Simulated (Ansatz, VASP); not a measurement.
HfSiO4 in VASP and in Ansatz

```xyz
12
Lattice="-3.3227 3.3227 3.0072 3.3227 -3.3227 3.0072 3.3227 3.3227 -3.0072" Properties=species:S:1:pos:R:3 pbc="T T T"
Hf    0.0000    3.3227    1.5036
Hf    0.0000    0.0000    0.0000
Si    3.3227    0.0000    1.5036
Si    0.0000    0.0000    3.0072
O     3.3227    2.0987   -1.0890
O     4.5468    0.0000    0.4146
O     0.0000    1.2241    1.9182
O     2.0987    0.0000    0.4146
O     3.3227    1.2241    2.5926
O     1.2241    0.0000    4.0962
O     3.3227   -1.2241    2.5926
O     2.0987    3.3227    1.0890
```

Alike in both runs: functional PBE; k mesh 6 × 6 × 6; occupations gaussian, width 0.02 eV; no spin polarisation.

Ansatz relaxed the structure, and its values are those at the end. VASP's run is a single point on that final structure, the one shown.

|  | VASP | Ansatz |
| --- | --- | --- |
| version | VASP 6.6.1 | Ansatz 0.2.0 |
| potentials or method | VASP PAW PBE potentials, release 64 (Hf_pv, Si, O), cutoff 520 eV | scalar-relativistic, plane waves, PAW |
| valence electrons in the cell | 76 | 108 |

Ansatz gave:

* gap on the k mesh at the Fermi level (eV): 5.33
* least direct gap on the mesh (eV): 5.65
* pressure (GPa): 0.0
* rms of the force components (eV/Å): 0.000

Q: Which values does VASP return?

A: gap on the k mesh at the Fermi level (eV): 5.27; least direct gap on the mesh (eV): 5.60; pressure (GPa): -1.6; rms of the force components (eV/Å): 0.087.

With one functional, cell and mesh, what is left measures potentials, basis and numerics. VASP's potentials hold 76 valence electrons a cell and Ansatz's 108, so a difference there can come from the potentials and not from the codes.

Spin-orbit coupling is off throughout.
